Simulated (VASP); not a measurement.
# Pt: single point with PBE

Pt:

```
CELL_PARAMETERS angstrom
2.61370 0.00000 0.00000
-1.30685 2.26353 0.00000
0.00000 0.00000 4.84120
ATOMIC_POSITIONS crystal
Pt 0.66667 0.33333 0.75000
Pt 0.33333 0.66667 0.25000
```

* Program: VASP 6.6.1
* Task: single point
* Functional: PBE
* Potentials or basis: VASP PAW PBE potentials, release 64 (Pt)
* Cutoff: 520 eV
* k mesh: 18 × 18 × 10
* Occupations: gaussian, width 0.15 eV
* Spin: no spin polarisation
* Dipole correction: no
* Further INCAR settings: ALGO = Normal; EDIFF = 1e-07; NBANDS = 17

```yaml
Pressure: 33.9 GPa
Band_gap_on_the_k_mesh: zero (band 10 reaches 13.14 eV, above the bottom of band 11 at 11.43 eV)
```

Stress tensor (GPa, compression positive):
```
43.68  0.00  0.00
 0.00 43.68  0.00
 0.00  0.00 14.41
```

Levels at points of the mesh, in eV from the Fermi level:
```
           k point  band 7  band 8  band 9  band 10  band 11  band 12  band 13  band 14
(0.00, 0.00, 0.00)   -3.71   -1.59   -1.59    -1.59    -0.16    -0.16     4.49    14.58
(0.50, 0.00, 0.00)   -2.75   -0.16    0.77     0.92     2.59     4.28     7.95     8.82
(0.00, 0.00, 0.50)   -3.97   -3.97   -0.74    -0.74    -0.74    -0.74    11.20    11.20
(0.50, 0.00, 0.50)   -1.05   -1.05    0.85     0.85     1.70     1.70     7.65     7.65
```

Wall time 32 s on 1 thread of Intel(R) Xeon(R) 6975P-C (Granite Rapids) (shared host), peak memory 0.21 GiB.

Caveat: spin-orbit coupling is left out, which moves the levels of the heavy elements.
